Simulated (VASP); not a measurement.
# CdSe (de600) (P6_3mc) in VASP: further runs

CdSe (de600) is run at these levels: LDA; tasks: single point.

Program: VASP 6.6.1. These are calculated values, not measurements. Logs are shortened: lines on timing, memory, paths and dates and some standing lists are left out, and cuts for length are marked.

### 1 The cell of the first run

The structure is hexagonal, space group P6_3mc (No. 186). Conventional cell: a = 4.346 Å, b = 4.346 Å, c = 7.090 Å, α = 90.00°, β = 90.00°, γ = 120.00°. Within 3.5 Å of Cd (site symmetry 3m) lie 4 Se at 2.66 to 2.67 Å. Within 3.5 Å of Se (site symmetry 3m) lie 4 Cd at 2.66 to 2.67 Å.

### 2 Single point, LDA

Contents of INCAR:

```
PREC = Accurate
ENCUT = 520
EDIFF = 1E-7
ISMEAR = 0
SIGMA = 0.1
LREAL = F
LASPH = T
NELM = 60
ALGO = Normal
ISIF = 2
LWAVE = F
LCHARG = T
GGA = CA
LELF = T
LVHAR = T
NBANDS = 26
```

Contents of KPOINTS:

```
regular mesh
0
Gamma
  6 6 4
```

Contents of POSCAR:

```
CdSe
1.0
    4.3460853800      0.0000000000      0.0000000000
   -2.1730426900      3.7638203500      0.0000000000
    0.0000000000      0.0000000000      7.0898398800
Cd Se
2 2
Direct
    0.6666666700      0.3333333300      0.4999533600
    0.3333333300      0.6666666700      0.9999533600
    0.6666666700      0.3333333300      0.8759066400
    0.3333333300      0.6666666700      0.3759066400
```

Potentials or basis: VASP PAW LDA potentials, release 64 (Cd, Se).

Run with:

```bash
> cat potpaw_LDA.64/Cd/POTCAR potpaw_LDA.64/Se/POTCAR > POTCAR
> mpirun -np 1 vasp_std > vasp.out
```

OUTCAR:

```text
PREC = Accurate
   ENCUT = 520
   EDIFF = 1E-7
   ISMEAR = 0
   LREAL = F
   LASPH = T
   NELM = 60
   ISIF = 2
   GGA = CA

 ion  position               nearest neighbor table
   1  0.667  0.333  0.500-   4 2.66   4 2.66   4 2.66   3 2.67
   2  0.333  0.667  1.000-   3 2.66   3 2.66   3 2.66   4 2.67
   3  0.667  0.333  0.876-   2 2.66   2 2.66   2 2.66   1 2.67
   4  0.333  0.667  0.376-   1 2.66   1 2.66   1 2.66   2 2.67

  LATTYP: Found a hexagonal cell.
 ALAT       =     4.3460853800
 C/A-ratio  =     1.6313162904

  Lattice vectors:

 A1 = (   4.3460853800,   0.0000000000,   0.0000000000)
 A2 = (  -2.1730426900,   3.7638203500,   0.0000000000)
 A3 = (   0.0000000000,   0.0000000000,   7.0898398800)

Analysis of symmetry for initial positions (statically):
=====================================================================
 Subroutine PRICEL returns:
 Original cell was already a primitive cell.

 Routine SETGRP: Setting up the symmetry group for a
 hexagonal supercell.

 Subroutine GETGRP returns: Found 12 space group operations
 (whereof  6 operations were pure point group operations)
 out of a pool of 24 trial point group operations.

The static configuration has the point symmetry C_3v.
 The point group associated with its full space group is C_6v.

Analysis of symmetry for dynamics (positions and initial velocities):
=====================================================================
 Subroutine PRICEL returns:
 Original cell was already a primitive cell.

 Routine SETGRP: Setting up the symmetry group for a
 hexagonal supercell.

 Subroutine GETGRP returns: Found 12 space group operations
 (whereof  6 operations were pure point group operations)
 out of a pool of 24 trial point group operations.

The dynamic configuration has the point symmetry C_3v.
 The point group associated with its full space group is C_6v.

 Subroutine INISYM returns: Found 12 space group operations
 (whereof  6 operations are pure point group operations),
 and found     1 'primitive' translations

----------------------------------------------------------------------------------------

                                     Primitive cell

  volume of cell :     115.9748

  direct lattice vectors                    reciprocal lattice vectors
     4.346085380  0.000000000  0.000000000     0.230092120  0.132843747  0.000000000
    -2.173042690  3.763820350  0.000000000     0.000000000  0.265687495  0.000000000
     0.000000000  0.000000000  7.089839880     0.000000000  0.000000000  0.141046909

  length of vectors
     4.346085380  4.346085383  7.089839880     0.265687495  0.265687495  0.141046909

  position of ions in fractional coordinates (direct lattice)
     0.666666670  0.333333330  0.499953360
     0.333333330  0.666666670  0.999953360
     0.666666670  0.333333330  0.875906640
     0.333333330  0.666666670  0.375906640

  ion indices of the primitive-cell ions
   primitive index   ion index
                 1           1
                 2           2
                 3           3
                 4           4

----------------------------------------------------------------------------------------

 KPOINTS: regular mesh

Automatic generation of k-mesh.
 Grid dimensions read from file:
 generate k-points for:    6    6    4

 Generating k-lattice:

  Cartesian coordinates                     Fractional coordinates (reciprocal lattice)
     0.038348687  0.022140625  0.000000000     0.166666667  0.000000000  0.000000000
     0.000000000  0.044281249  0.000000000     0.000000000  0.166666667  0.000000000
     0.000000000  0.000000000  0.035261727     0.000000000  0.000000000  0.250000000

  Length of vectors
     0.044281249  0.044281249  0.035261727

  Shift w.r.t. Gamma in fractional coordinates (k-lattice)
     0.000000000  0.000000000  0.000000000

 Subroutine IBZKPT returns following result:
 ===========================================

 Found     21 irreducible k-points:

 Following reciprocal coordinates:
            Coordinates               Weight
  0.000000  0.000000  0.000000      1.000000
  0.166667  0.000000  0.000000      6.000000
  0.333333  0.000000  0.000000      6.000000
  0.500000 -0.000000  0.000000      3.000000
  0.166667  0.166667  0.000000      6.000000
  0.333333  0.166667  0.000000     12.000000
[... 13 lines left out ...]
  0.333333  0.166667  0.500000     12.000000
  0.333333  0.333333  0.500000      2.000000
   k-points           NKPTS =     21   k-points in BZ     NKDIM =     21   number of bands    NBANDS=     26
   number of dos      NEDOS =    301   number of ions     NIONS =      4
   total plane-waves  NPLWV =  55296
   dimension x,y,z NGX =    32 NGY =   32 NGZ =   54
   dimension x,y,z NGXF=    64 NGYF=   64 NGZF=  108
   ions per type =               2   2
   NGX,Y,Z   is equivalent  to a cutoff of  12.24, 12.24, 12.66 a.u.
   NGXF,Y,Z  is equivalent  to a cutoff of  24.48, 24.48, 25.32 a.u.
 SYSTEM =  unknown system
   PREC   = accura    normal or accurate (medium, high low for compatibility)
   ISTART =      0    job   : 0-new  1-cont  2-samecut
   ICHARG =      2    charge: 1-file 2-atom 10-const
   ISPIN  =      1    spin polarized calculation?
   LNONCOLLINEAR =      F non collinear calculations
   LSORBIT =      F    spin-orbit coupling
   LASPH  =      T    aspherical Exc in radial PAW
   ENCUT  =  520.0 eV  38.22 Ry    6.18 a.u.   8.08  8.08 13.18*2*pi/ulx,y,z
   NELM   =     60;   NELMIN=  2; NELMDL= -5     # of ELM steps
   EDIFF  = 0.1E-06   stopping-criterion for ELM
   LREAL  =      F    real-space projection
   EDIFFG = 0.1E-05   stopping-criterion for IOM
   NSW    =      0    number of steps for IOM
   IBRION =     -1    ionic relax: 0-MD 1-quasi-New 2-CG
   NFREE  =      0    steps in history (QN), initial steepest desc. (CG)
   ISIF   =      2    stress and relaxation
   ISYM   =      2    0-nonsym 1-usesym 2-fastsym
   POTIM  = 0.5000    time-step for ionic-motion
   TEBEG  =    0.0;   TEEND  =   0.0 temperature during run
   PSTRESS=    0.0 pullay stress
   NELECT =      36.0000    total number of electrons
   NUPDOWN=      -1.0000    fix difference up-down
   EMIN   =  10.00;   EMAX   =-10.00  energy-range for DOS
   EFERMI =   0.00;   METHOD = LEGACY
   ISMEAR =     0;   SIGMA  =   0.10  broadening in eV -4-tet -1-fermi 0-gaus
   EFERMI_NEDOS =   21; number of points for ismear=-14 and -15
   IALGO  =     38    algorithm
   IMIX   =      4    mixing-type and parameters
     AMIX     =   0.40;   BMIX     =  1.00
     AMIX_MAG =   1.60;   BMIX_MAG =  1.00
  volume/ion in A,a.u.               =      28.99       195.66
  Fermi-wavevector in a.u.,A,eV,Ry     =   1.108463  2.094691 16.717341  1.228690
  Thomas-Fermi vector in A             =   2.244990
   LORBIT       =      0    0 simple, 1 ext, 2 COOP (PROOUT), +10 PAW based schemes
   GGA     = CA    functional components
   LHFCALC =     F    Hartree Fock is set to
   AEXX    =    0.0000 exact exchange contribution
   IVDW    =     0    specifies the selected vdW correction
   LEPSILON=     F    determine dielectric tensor
   LRPA    =     F    only Hartree local field effects (RPA)
 non-spin polarized calculation
 Gauss-broadening in eV      SIGMA  =   0.10
  energy-cutoff  :      520.00
  volume of cell :      115.97
 maximum number of plane-waves:      3144
   NGX = 17   NGY = 17   NGZ = 27

 number of electron      36.0000002 magnetization

 Free energy of the ion-electron system (eV)
  ---------------------------------------------------
  ext. energy  EPLUGINS =         0.00000000
  ---------------------------------------------------
  free energy    TOTEN  =       -13.45066142 eV

  energy without entropy =      -13.45061045  energy(sigma->0) =      -13.45063593

 E-fermi :   0.7609     XC(G=0):  -9.1511

 val. band max:        0.5751882654   @ k =   0.0000   0.0000   0.0000
 cond. band min:       0.9277532760   @ k =   0.0000   0.0000   0.0000
 fundamental gap:      0.3525650106
 Fermi energy:         0.7609064601

 k-point     1 :       0.0000    0.0000    0.0000
  band No.  band energies     occupation
      1     -11.9115      2.00000
      2     -11.5534      2.00000
      3      -7.2719      2.00000
      4      -7.2661      2.00000
      5      -7.2661      2.00000
      6      -7.2037      2.00000
[... 18 lines left out ...]
     25       7.4366      0.00000
     26       7.9414      0.00000

 k-point     2 :       0.1667    0.0000    0.0000
  band No.  band energies     occupation
      1     -11.8331      2.00000
      2     -11.5184      2.00000
      3      -7.2482      2.00000
      4      -7.2393      2.00000
      5      -7.2053      2.00000
      6      -7.1678      2.00000
[... 18 lines left out ...]
     25       7.5608      0.00000
     26       8.0381      0.00000

 k-point     3 :       0.3333    0.0000    0.0000
  band No.  band energies     occupation
      1     -11.6622      2.00000
      2     -11.4592      2.00000
      3      -7.2071      2.00000
      4      -7.1973      2.00000
      5      -7.1003      2.00000
      6      -7.0914      2.00000
[... 18 lines left out ...]
     25       8.2280      0.00000
     26       8.5140      0.00000

 k-point     4 :       0.5000   -0.0000    0.0000
  band No.  band energies     occupation
      1     -11.5596      2.00000
      2     -11.4454      2.00000
      3      -7.1931      2.00000
      4      -7.1836      2.00000
      5      -7.0565      2.00000
      6      -7.0410      2.00000
[... 18 lines left out ...]
     25       8.2609      0.00000
     26       9.9190      0.00000
[... 409 lines left out ...]
      1     -11.5852      2.00000
      2     -11.5852      2.00000
      3      -7.1753      2.00000
      4      -7.1753      2.00000
      5      -7.1557      2.00000
      6      -7.1557      2.00000
[... 18 lines left out ...]
     25       7.8932      0.00000
     26       7.8932      0.00000

 k-point    20 :       0.3333    0.1667    0.5000
  band No.  band energies     occupation
      1     -11.4969      2.00000
      2     -11.4969      2.00000
      3      -7.1513      2.00000
      4      -7.1513      2.00000
      5      -7.1230      2.00000
      6      -7.1230      2.00000
[... 18 lines left out ...]
     25       8.3286      0.00000
     26       8.3286      0.00000

 k-point    21 :       0.3333    0.3333    0.5000
  band No.  band energies     occupation
      1     -11.4681      2.00000
      2     -11.4681      2.00000
      3      -7.1310      2.00000
      4      -7.1310      2.00000
      5      -7.1220      2.00000
      6      -7.1220      2.00000
[... 18 lines left out ...]
     25       9.0995      0.00000
     26       9.0997      0.00000

------------------------ aborting loop because EDIFF is reached ----------------------------------------

  FORCE on cell =-STRESS in cart. coord.  units (eV):
  Direction    XX          YY          ZZ          XY          YZ          ZX
  --------------------------------------------------------------------------------------
  -------------------------------------------------------------------------------------
  Total       -2.1205448     -2.1205448     -2.1239031      0.0000000      0.0000000      0.0000000
  in kB      -29.2950645    -29.2950646    -29.3414597      0.0000000      0.0000000      0.0000000
  external PRESSURE =     -29.3105296 kB  Pullay stress =       0.0000000 kB

 VOLUME and BASIS-vectors are now :
 -----------------------------------------------------------------------------
  energy-cutoff  :      520.00
  volume of cell :      115.97
      direct lattice vectors                 reciprocal lattice vectors
     4.346085380  0.000000000  0.000000000     0.230092120  0.132843747  0.000000000
    -2.173042690  3.763820350  0.000000000     0.000000000  0.265687495  0.000000000
     0.000000000  0.000000000  7.089839880     0.000000000  0.000000000  0.141046909

 POSITION                                       TOTAL-FORCE (eV/Angst)
 -----------------------------------------------------------------------------------
      2.17304      1.25461      3.54459        -0.000000      0.000000      0.002579
     -0.00000      2.50921      7.08951         0.000000     -0.000000      0.002579
      2.17304      1.25461      6.21004        -0.000000     -0.000000     -0.002579
     -0.00000      2.50921      2.66512         0.000000      0.000000     -0.002579
 -----------------------------------------------------------------------------------
    total drift:                               -0.000014      0.000008     -0.000475

  FREE ENERGIE OF THE ION-ELECTRON SYSTEM (eV)
  ---------------------------------------------------
  free  energy   TOTEN  =       -13.4506614173 eV

  energy  without entropy=      -13.4506104501  energy(sigma->0) =      -13.45063593
```

It took 26 s on 1 thread of AMD EPYC 9R45 (Zen 5), shared host; peak memory 0.18 GiB.

Results:

```
Free energy            : -13.4507 eV
Pressure               : -2.9 GPa
Band gap on the k mesh : 0.35 eV, direct
```

Forces on the atoms (eV/Å):
```
Cd   0.000  0.000  0.003
Cd   0.000  0.000  0.003
Se   0.000  0.000 -0.003
Se   0.000  0.000 -0.003
```

Levels at points of the mesh, in eV from the valence-band top:
```tsv
k point	band 15	band 16	band 17	band 18	band 19	band 20	band 21	band 22
(0.00, 0.00, 0.00)	-0.74	-0.05	0.00	0.00	0.35	1.97	5.71	5.71
(0.50, 0.00, 0.00)	-2.59	-1.79	-1.30	-0.73	2.98	3.15	4.61	5.86
(0.00, 0.00, 0.50)	-0.39	-0.39	-0.39	-0.39	2.12	2.12	5.62	5.62
(0.50, 0.00, 0.50)	-1.32	-1.32	-1.30	-1.30	2.72	2.72	4.69	4.69
```

### 3 Single point, LDA

This run uses another cell than the first one, of 27.11 Å³/atom, 0.935 times its volume.

Contents of INCAR:

```
ALGO = Normal
EDIFF = 1E-7
ENCUT = 520
GGA = CA
ISIF = 2
ISMEAR = 0
LASPH = True
LCHARG = False
LREAL = False
LWAVE = False
NBANDS = 26
NELM = 100
PREC = Accurate
SIGMA = 0.02
```

Contents of KPOINTS:

```
k-points
0
Gamma
  9 9 4
```

Contents of POSCAR:

```
CdSe
1.0
    4.2475089268      0.0000000000      0.0000000000
   -2.1237544634      3.6784506334      0.0000000000
    0.0000000000      0.0000000000      6.9413784134
Cd Se
2 2
Direct
    0.6666666667      0.3333333333      0.5002589073
    0.3333333333      0.6666666667      1.0002589073
    0.6666666667      0.3333333333      0.8756010927
    0.3333333333      0.6666666667      0.3756010927
```

Potentials or basis: VASP PAW LDA potentials, release 64 (Cd, Se).

Run with:

```bash
> cat potpaw_LDA.64/Cd/POTCAR potpaw_LDA.64/Se/POTCAR > POTCAR
> mpirun -np 1 vasp_std > vasp.out
```

Wall time 45 s (1 thread of AMD EPYC 9R45 (Zen 5), shared host); peak memory 0.21 GiB.

The run converged. Its results:

* Free energy: -13.5182 eV
* Pressure: 0.5 GPa
* Band gap on the k mesh: 0.50 eV, direct

Levels at points of the mesh, in eV from the valence-band top:
| k point | band 14 | band 15 | band 16 | band 17 | band 18 | band 19 | band 20 | band 21 | band 22 | band 23 |
| --- | --- | --- | --- | --- | --- | --- | --- | --- | --- | --- |
| (0.00, 0.00, 0.00) | -0.83 | -0.83 | -0.06 | 0.00 | 0.00 | 0.50 | 2.05 | 5.72 | 5.72 | 5.99 |
| (0.00, 0.00, 0.50) | -2.85 | -0.44 | -0.44 | -0.44 | -0.44 | 2.25 | 2.25 | 5.73 | 5.73 | 6.14 |

Expect the measured gap to be larger: semilocal functionals such as LDA lack the derivative discontinuity.

(Continued in part 2 of 2.)
